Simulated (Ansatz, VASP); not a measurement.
# SiC5: VASP beside Ansatz

```
Si C
1.0
     3.88892    0.00000    0.00000
     0.00000    3.88892    0.00000
     0.00000    0.00000    3.51135
Si C
1 5
Direct
  0.50000 0.50000 0.00000
  0.50000 0.00000 0.50000
  0.00000 0.50000 0.50000
  0.50000 0.00000 0.00000
  0.00000 0.50000 0.00000
  0.50000 0.50000 0.50000
```

Alike in both runs: functional PBE; k mesh 10 × 10 × 10; occupations gaussian, width 0.1 eV; no spin polarisation.

Ansatz relaxed the structure, and its values are those at the end. VASP's run is a single point on that final structure, the one shown.

```csv
,VASP,Ansatz
version,VASP 6.6.1,Ansatz 0.2.0
potentials or method,"VASP PAW PBE potentials, release 64 (Si, C), cutoff 520 eV","scalar-relativistic, plane waves, PAW"
valence electrons in the cell,24,24
```

```csv
,VASP,Ansatz,Ansatz less VASP
gap on the k mesh at the Fermi level (eV),none,none,-
pressure (GPa),0.0,0.0,+0.03
```

A gap of «none» marks a metal or a gap that the smearing closes.
